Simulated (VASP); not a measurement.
# AlNi in VASP: notebook, part 2 of 2

VASP 6.6.1.

## (5) Single point, PBE

This run uses another cell than the first one, of the same volume but with other edges.

INCAR reads:

```
SYSTEM = AlNi
PREC     = Accurate       ! precision mode
ENCUT    = 520            ! plane-wave cutoff, eV
EDIFF    = 1E-6           ! SCF threshold, eV
ISMEAR   = 0              ! smearing method
SIGMA    = 0.1            ! smearing width, eV
LREAL    = .False.        ! projectors in reciprocal space
LASPH    = .True.         ! aspherical terms in the spheres
NELM     = 60             ! most SCF steps
ALGO     = Fast           ! electronic algorithm
ISIF     = 2              ! what is computed and relaxed
LWAVE    = .False.        ! write WAVECAR
LCHARG   = .False.        ! write CHGCAR
GGA      = PE             ! functional
NBANDS   = 14             ! bands
```

KPOINTS reads:

```
Automatic mesh
0
Gamma
  20 20 18
  0 0 0
```

POSCAR reads:

```
AlNi
1.0
    2.8943154884      0.0000000000      0.0000000000
    0.0000000000      2.8943154884      0.0000000000
    0.0000000000      0.0000000000      2.8900989120
Al Ni
1 1
Direct
    0.0000000000      0.0000000000      0.0000000000
    0.5000000000      0.5000000000      0.5000000000
```

Potentials or basis: VASP PAW PBE potentials, release 64 (Al, Ni).

The run is started by

```bash
$ cat potpaw_PBE.64/Al/POTCAR potpaw_PBE.64/Ni/POTCAR > POTCAR
$ mpirun -np 1 vasp_std > vasp.out
```

OUTCAR:

```text
SYSTEM = AlNi
   PREC = Accurate
   ENCUT = 520
   EDIFF = 1E-6
   ISMEAR = 0
   LREAL = .False.
   LASPH = .True.
   NELM = 60
   ISIF = 2
   GGA = PE

 ion  position               nearest neighbor table
   1  0.000  0.000  0.000-   2 2.51   2 2.51   2 2.51   2 2.51   2 2.51   2 2.51   2 2.51   2 2.51

   2  0.500  0.500  0.500-   1 2.51   1 2.51   1 2.51   1 2.51   1 2.51   1 2.51   1 2.51   1 2.51

  LATTYP: Found a simple tetragonal cell.
 ALAT       =     2.8943154884
 C/A-ratio  =     0.9985431525

  Lattice vectors:

 A1 = (   2.8943154884,   0.0000000000,   0.0000000000)
 A2 = (   0.0000000000,   2.8943154884,   0.0000000000)
 A3 = (   0.0000000000,   0.0000000000,   2.8900989120)

Analysis of symmetry for initial positions (statically):
=====================================================================
 Subroutine PRICEL returns:
 Original cell was already a primitive cell.

 Routine SETGRP: Setting up the symmetry group for a
 simple tetragonal supercell.

 Subroutine GETGRP returns: Found 16 space group operations
 (whereof 16 operations were pure point group operations)
 out of a pool of 16 trial point group operations.

The static configuration has the point symmetry D_4h.

Analysis of symmetry for dynamics (positions and initial velocities):
=====================================================================
 Subroutine PRICEL returns:
 Original cell was already a primitive cell.

 Routine SETGRP: Setting up the symmetry group for a
 simple tetragonal supercell.

 Subroutine GETGRP returns: Found 16 space group operations
 (whereof 16 operations were pure point group operations)
 out of a pool of 16 trial point group operations.

The dynamic configuration has the point symmetry D_4h.

 Subroutine INISYM returns: Found 16 space group operations
 (whereof 16 operations are pure point group operations),
 and found     1 'primitive' translations

----------------------------------------------------------------------------------------

                                     Primitive cell

  volume of cell :      24.2105

  direct lattice vectors                    reciprocal lattice vectors
     2.894315488  0.000000000  0.000000000     0.345504837  0.000000000  0.000000000
     0.000000000  2.894315488  0.000000000     0.000000000  0.345504837  0.000000000
     0.000000000  0.000000000  2.890098912     0.000000000  0.000000000  0.346008919

  length of vectors
     2.894315488  2.894315488  2.890098912     0.345504837  0.345504837  0.346008919

  position of ions in fractional coordinates (direct lattice)
     0.000000000  0.000000000  0.000000000
     0.500000000  0.500000000  0.500000000

  ion indices of the primitive-cell ions
   primitive index   ion index
                 1           1
                 2           2

----------------------------------------------------------------------------------------

 KPOINTS: Automatic mesh

Automatic generation of k-mesh.
 Grid dimensions read from file:
 generate k-points for:   20   20   18

 Generating k-lattice:

  Cartesian coordinates                     Fractional coordinates (reciprocal lattice)
     0.017275242  0.000000000  0.000000000     0.050000000  0.000000000  0.000000000
     0.000000000  0.017275242  0.000000000     0.000000000  0.050000000  0.000000000
[... 42 lines left out ...]
   total plane-waves  NPLWV =  13824
   dimension x,y,z NGX =    24 NGY =   24 NGZ =   24
   dimension x,y,z NGXF=    48 NGYF=   48 NGZF=   48
   ions per type =               1   1
   NGX,Y,Z   is equivalent  to a cutoff of  13.79, 13.79, 13.81 a.u.
   NGXF,Y,Z  is equivalent  to a cutoff of  27.57, 27.57, 27.61 a.u.
 SYSTEM =  AlNi
   PREC   = accura    normal or accurate (medium, high low for compatibility)
   ISTART =      0    job   : 0-new  1-cont  2-samecut
   ICHARG =      2    charge: 1-file 2-atom 10-const
   ISPIN  =      1    spin polarized calculation?
   LNONCOLLINEAR =      F non collinear calculations
   LSORBIT =      F    spin-orbit coupling
   LASPH  =      T    aspherical Exc in radial PAW
   ENCUT  =  520.0 eV  38.22 Ry    6.18 a.u.   5.38  5.38  5.37*2*pi/ulx,y,z
   NELM   =     60;   NELMIN=  2; NELMDL= -5     # of ELM steps
   EDIFF  = 0.1E-05   stopping-criterion for ELM
   LREAL  =      F    real-space projection
   EDIFFG = 0.1E-04   stopping-criterion for IOM
   NSW    =      0    number of steps for IOM
   IBRION =     -1    ionic relax: 0-MD 1-quasi-New 2-CG
   NFREE  =      0    steps in history (QN), initial steepest desc. (CG)
   ISIF   =      2    stress and relaxation
   ISYM   =      2    0-nonsym 1-usesym 2-fastsym
   POTIM  = 0.5000    time-step for ionic-motion
   TEBEG  =    0.0;   TEEND  =   0.0 temperature during run
   PSTRESS=    0.0 pullay stress
   NELECT =      13.0000    total number of electrons
   NUPDOWN=      -1.0000    fix difference up-down
   EMIN   =  10.00;   EMAX   =-10.00  energy-range for DOS
   EFERMI =   0.00;   METHOD = LEGACY
   ISMEAR =     0;   SIGMA  =   0.10  broadening in eV -4-tet -1-fermi 0-gaus
   EFERMI_NEDOS =   21; number of points for ismear=-14 and -15
   IALGO  =     68    algorithm
   IMIX   =      4    mixing-type and parameters
     AMIX     =   0.40;   BMIX     =  1.00
     AMIX_MAG =   1.60;   BMIX_MAG =  1.00
  volume/ion in A,a.u.               =      12.11        81.69
  Fermi-wavevector in a.u.,A,eV,Ry     =   1.330621  2.514510 24.089836  1.770553
  Thomas-Fermi vector in A             =   2.459694
   LORBIT       =      0    0 simple, 1 ext, 2 COOP (PROOUT), +10 PAW based schemes
   GGA     = PE    functional components
   LHFCALC =     F    Hartree Fock is set to
   AEXX    =    0.0000 exact exchange contribution
   IVDW    =     0    specifies the selected vdW correction
   LEPSILON=     F    determine dielectric tensor
   LRPA    =     F    only Hartree local field effects (RPA)
 non-spin polarized calculation
 RMM-DIIS sequential band-by-band and
 Gauss-broadening in eV      SIGMA  =   0.10
  energy-cutoff  :      520.00
  volume of cell :       24.21
 maximum number of plane-waves:       672
 NGX is ok and might be reduce to    24

 number of electron      13.0000013 magnetization

 Free energy of the ion-electron system (eV)
  ---------------------------------------------------
  ext. energy  EPLUGINS =         0.00000000
  ---------------------------------------------------
  free energy    TOTEN  =       -10.54045308 eV

  energy without entropy =      -10.53602396  energy(sigma->0) =      -10.53823852

 E-fermi :   9.8588     XC(G=0): -11.9889

 val. band max:        9.8583084271   @ k =   0.3500   0.0500   0.2222
 cond. band min:       9.8724257247   @ k =   0.4500   0.3000   0.5000
 fundamental gap:      0.0141172976
 Fermi energy:         9.8588076098

 k-point     1 :       0.0000    0.0000    0.0000
  band No.  band energies     occupation
      1      -1.1844      2.00000
      2       6.6975      2.00000
      3       6.6977      2.00000
      4       8.3471      2.00000
      5       8.3501      2.00000
      6       8.3501      2.00000
      7      15.2934      0.00000
      8      15.2934      0.00000
      9      15.3451      0.00000
     10      17.9427      0.00000
     11      17.9538      0.00000
     12      23.3847      0.00000
     13      30.6346      0.00000
     14      30.6575      0.00000
[... 377 lines left out ...]
      1      -0.2825      2.00000
      2       6.5820      2.00000
      3       6.8490      2.00000
      4       7.9819      2.00000
      5       8.0954      2.00000
      6       8.3115      2.00000
      7      11.6923      0.00000
      8      14.5476      0.00000
      9      16.4895      0.00000
     10      18.9267      0.00000
     11      21.7933      0.00000
     12      24.6947      0.00000
     13      26.4093      0.00000
     14      26.5879      0.00000

 [... further k-points ...]

------------------------ aborting loop because EDIFF is reached ----------------------------------------

  FORCE on cell =-STRESS in cart. coord.  units (eV):
  Direction    XX          YY          ZZ          XY          YZ          ZX
  --------------------------------------------------------------------------------------
  -------------------------------------------------------------------------------------
  Total       -0.0295222     -0.0295222     -0.0321509      0.0000000     -0.0000000      0.0000000
  in kB       -1.9536845     -1.9536845     -2.1276431      0.0000000     -0.0000000      0.0000000
  external PRESSURE =      -2.0116707 kB  Pullay stress =       0.0000000 kB

 VOLUME and BASIS-vectors are now :
 -----------------------------------------------------------------------------
  energy-cutoff  :      520.00
  volume of cell :       24.21
      direct lattice vectors                 reciprocal lattice vectors
     2.894315488  0.000000000  0.000000000     0.345504837  0.000000000  0.000000000
     0.000000000  2.894315488  0.000000000     0.000000000  0.345504837  0.000000000
     0.000000000  0.000000000  2.890098912     0.000000000  0.000000000  0.346008919

 POSITION                                       TOTAL-FORCE (eV/Angst)
 -----------------------------------------------------------------------------------
      0.00000      0.00000      0.00000         0.000000      0.000000      0.000000
      1.44716      1.44716      1.44505         0.000000      0.000000      0.000000
 -----------------------------------------------------------------------------------
    total drift:                                0.000000      0.000000     -0.000000

  FREE ENERGIE OF THE ION-ELECTRON SYSTEM (eV)
  ---------------------------------------------------
  free  energy   TOTEN  =       -10.5404530822 eV

  energy  without entropy=      -10.5360239619  energy(sigma->0) =      -10.53823852
```

Run time: 4.2 min. Hardware: 1 thread of AMD EPYC 7R13, shared host; peak memory 0.33 GiB.

Results:

* Free energy: -10.5405 eV
* Pressure: -0.2 GPa
* Band gap on the k mesh: zero (an odd number of electrons rules out a gap without spin polarisation)

Levels at points of the mesh, in eV from the Fermi level:
```csv
k point,band 5,band 6,band 7,band 8,band 9,band 10
"(0.00, 0.00, 0.00)",-1.51,-1.51,5.43,5.43,5.49,8.08
"(0.50, 0.00, 0.00)",-2.20,-1.42,-0.64,8.27,9.95,10.00
"(0.50, 0.50, 0.00)",-2.03,-2.03,-0.99,1.46,2.41,12.16
"(0.00, 0.00, 0.50)",-2.20,-1.42,-0.63,8.27,9.95,9.95
"(0.50, 0.00, 0.50)",-2.03,-2.03,-0.99,1.47,2.42,12.13
"(0.50, 0.50, 0.50)",-0.96,2.02,2.02,2.02,3.58,4.38
```

Spin polarisation is off, so any magnetic state and its effect on volume and gap are missing.

## (6) Single point, LDA

This run uses another cell than the first one, of the same volume but with other edges.

INCAR reads:

```
SYSTEM = AlNi
PREC     = Accurate       ! precision mode
ENCUT    = 520            ! plane-wave cutoff, eV
EDIFF    = 1E-7           ! SCF threshold, eV
ISMEAR   = 0              ! smearing method
SIGMA    = 0.1            ! smearing width, eV
LREAL    = .FALSE.        ! projectors in reciprocal space
LASPH    = .TRUE.         ! aspherical terms in the spheres
NELM     = 80             ! most SCF steps
ALGO     = Fast           ! electronic algorithm
ISIF     = 2              ! what is computed and relaxed
LWAVE    = .FALSE.        ! write WAVECAR
LCHARG   = .TRUE.         ! write CHGCAR
LELF     = .TRUE.         ! ELF
LVHAR    = .TRUE.       
NBANDS   = 14             ! bands
```

KPOINTS reads:

```
regular mesh
0
G
  20 20 18
  0 0 0
```

POSCAR is that of step 5.

Potentials or basis: VASP PAW LDA potentials, release 64 (Al, Ni).

The run is started by

```bash
$ cat potpaw_LDA.64/Al/POTCAR potpaw_LDA.64/Ni/POTCAR > POTCAR
$ mpirun -np 1 vasp_std > vasp.out
```

OUTCAR:

```text
SYSTEM = AlNi
   PREC = Accurate
   ENCUT = 520
   EDIFF = 1E-7
   ISMEAR = 0
   LREAL = .FALSE.
   LASPH = .TRUE.
   NELM = 80
   ISIF = 2

 ion  position               nearest neighbor table
   1  0.000  0.000  0.000-   2 2.51   2 2.51   2 2.51   2 2.51   2 2.51   2 2.51   2 2.51   2 2.51

   2  0.500  0.500  0.500-   1 2.51   1 2.51   1 2.51   1 2.51   1 2.51   1 2.51   1 2.51   1 2.51

  LATTYP: Found a simple tetragonal cell.
 ALAT       =     2.8943154884
 C/A-ratio  =     0.9985431525

  Lattice vectors:

 A1 = (   2.8943154884,   0.0000000000,   0.0000000000)
 A2 = (   0.0000000000,   2.8943154884,   0.0000000000)
 A3 = (   0.0000000000,   0.0000000000,   2.8900989120)

Analysis of symmetry for initial positions (statically):
=====================================================================
 Subroutine PRICEL returns:
 Original cell was already a primitive cell.

 Routine SETGRP: Setting up the symmetry group for a
 simple tetragonal supercell.

 Subroutine GETGRP returns: Found 16 space group operations
 (whereof 16 operations were pure point group operations)
 out of a pool of 16 trial point group operations.

The static configuration has the point symmetry D_4h.

Analysis of symmetry for dynamics (positions and initial velocities):
=====================================================================
 Subroutine PRICEL returns:
 Original cell was already a primitive cell.

 Routine SETGRP: Setting up the symmetry group for a
 simple tetragonal supercell.

 Subroutine GETGRP returns: Found 16 space group operations
 (whereof 16 operations were pure point group operations)
 out of a pool of 16 trial point group operations.

The dynamic configuration has the point symmetry D_4h.

 Subroutine INISYM returns: Found 16 space group operations
 (whereof 16 operations are pure point group operations),
 and found     1 'primitive' translations

----------------------------------------------------------------------------------------

                                     Primitive cell

  volume of cell :      24.2105

[... 120 lines left out ...]
 RMM-DIIS sequential band-by-band and
 Gauss-broadening in eV      SIGMA  =   0.10
  energy-cutoff  :      520.00
  volume of cell :       24.21
 maximum number of plane-waves:       672
 NGX is ok and might be reduce to    24

 number of electron      13.0000013 magnetization

 Free energy of the ion-electron system (eV)
  ---------------------------------------------------
  ext. energy  EPLUGINS =         0.00000000
  ---------------------------------------------------
  free energy    TOTEN  =       -12.15061270 eV

  energy without entropy =      -12.14626061  energy(sigma->0) =      -12.14843665

 E-fermi :   9.5869     XC(G=0): -12.2404

 val. band max:        9.5828433378   @ k =   0.4500   0.2500   0.3889
 cond. band min:       9.5953117261   @ k =   0.1500   0.0000   0.3333
 fundamental gap:      0.0124683883
 Fermi energy:         9.5868963409

 k-point     1 :       0.0000    0.0000    0.0000
  band No.  band energies     occupation
      1      -1.4062      2.00000
      2       6.4035      2.00000
      3       6.4039      2.00000
      4       8.0474      2.00000
      5       8.0509      2.00000
      6       8.0509      2.00000
      7      14.9868      0.00000
      8      14.9868      0.00000
      9      15.0381      0.00000
     10      17.7670      0.00000
     11      17.7778      0.00000
     12      22.9221      0.00000
     13      30.2398      0.00000
     14      30.2629      0.00000
[... 377 lines left out ...]
      1      -0.5054      2.00000
      2       6.3001      2.00000
      3       6.5542      2.00000
      4       7.6817      2.00000
      5       7.7959      2.00000
      6       8.0126      2.00000
      7      11.4256      0.00000
      8      14.2700      0.00000
      9      16.1795      0.00000
     10      18.7135      0.00000
     11      21.5286      0.00000
     12      24.3862      0.00000
     13      25.9633      0.00000
     14      26.2354      0.00000

 [... further k-points ...]

------------------------ aborting loop because EDIFF is reached ----------------------------------------

  FORCE on cell =-STRESS in cart. coord.  units (eV):
  Direction    XX          YY          ZZ          XY          YZ          ZX
  --------------------------------------------------------------------------------------
  -------------------------------------------------------------------------------------
  Total       -1.5244321     -1.5244321     -1.5253513      0.0000000      0.0000000      0.0000000
  in kB     -100.8821281   -100.8821281   -100.9429562      0.0000000      0.0000000      0.0000000
  external PRESSURE =    -100.9024041 kB  Pullay stress =       0.0000000 kB

 VOLUME and BASIS-vectors are now :
 -----------------------------------------------------------------------------
  energy-cutoff  :      520.00
  volume of cell :       24.21
      direct lattice vectors                 reciprocal lattice vectors
     2.894315488  0.000000000  0.000000000     0.345504837  0.000000000  0.000000000
     0.000000000  2.894315488  0.000000000     0.000000000  0.345504837  0.000000000
     0.000000000  0.000000000  2.890098912     0.000000000  0.000000000  0.346008919

 POSITION                                       TOTAL-FORCE (eV/Angst)
 -----------------------------------------------------------------------------------
      0.00000      0.00000      0.00000         0.000000      0.000000      0.000000
      1.44716      1.44716      1.44505         0.000000      0.000000      0.000000
 -----------------------------------------------------------------------------------
    total drift:                                0.000000      0.000000     -0.000000

  FREE ENERGIE OF THE ION-ELECTRON SYSTEM (eV)
  ---------------------------------------------------
  free  energy   TOTEN  =       -12.1506126963 eV

  energy  without entropy=      -12.1462606101  energy(sigma->0) =      -12.14843665
```

stdout:

```text
POSCAR found type information on POSCAR AlNi
 POSCAR found :  2 types and       2 ions
 scaLAPACK will be used
 LDA part: xc-table for (Slater(with rela. corr.)+CA(PZ))
 , standard interpolation
 POSCAR, INCAR and KPOINTS ok, starting setup
 FFT: planning ... GRIDC
 FFT: planning ... GRID_SOFT
 FFT: planning ... GRID
 WAVECAR not read
 entering main loop
WARNING in EDDRMM: call to ZHEGV failed, returncode =   8  4     13
WARNING in EDDRMM: call to ZHEGV failed, returncode =   8  4     14
WARNING in EDDRMM: call to ZHEGV failed, returncode =   8  4     13
WARNING in EDDRMM: call to ZHEGV failed, returncode =   8  4     13
WARNING in EDDRMM: call to ZHEGV failed, returncode =   6  3     14
WARNING in EDDRMM: call to ZHEGV failed, returncode =   8  4     14
WARNING in EDDRMM: call to ZHEGV failed, returncode =   6  3     13
```

Wall time 4.8 min (1 thread of AMD EPYC 7R13, shared host); peak memory 0.33 GiB.

What came out:

```
Free energy            : -12.1506 eV
Pressure               : -10.1 GPa
Band gap on the k mesh : zero (an odd number of electrons rules out a gap without spin polarisation)
```

Caveat: the cell stands under tension.

## (7) The runs side by side

```csv
level,potentials or basis,cell,k mesh,smearing,further INCAR settings,gap on the mesh (eV),pressure (GPa)
PBE,"VASP PAW PBE potentials, release 64 (Al, Ni)","a = 2.890, b = 2.894, c = 5.789 Å, 4 atoms, atomic positions A",8 × 8 × 4,gaussian 0.2 eV,ALGO = Fast; EDIFF = 1e-06; NBANDS = 21,none,0.2
PBE,"VASP PAW PBE potentials, release 64 (Al, Ni)","a = 2.896, b = 2.901, c = 5.774 Å, angles 89.9, 90.0, 90.0°, 4 atoms, atomic positions A",8 × 8 × 4,gaussian 0.2 eV,ALGO = Fast; EDIFF = 1e-06; NBANDS = 21,none,-0.6
PBE,"VASP PAW PBE potentials, release 64 (Al, Ni)","a = 2.894, b = 2.894, c = 2.890 Å, 2 atoms, atomic positions B",20 × 20 × 18,gaussian 0.1 eV,ALGO = Fast; EDIFF = 1e-06; NBANDS = 14,none,-0.2
LDA,"VASP PAW LDA potentials, release 64 (Al, Ni)","a = 2.894, b = 2.894, c = 2.890 Å, 2 atoms, atomic positions B",20 × 20 × 18,gaussian 0.1 eV,ALGO = Fast; EDIFF = 1e-07; NBANDS = 14,none,-10.1
```

Alike in all rows: task single point; no spin polarisation; cutoff (eV) 520.

Caveats: the cell stands under tension (at least some runs).

Total energies depend on the potentials used, so only differences within one code and one set of settings carry meaning.

The gap in the log of VASP goes by the Fermi energy; the results here count the filled bands.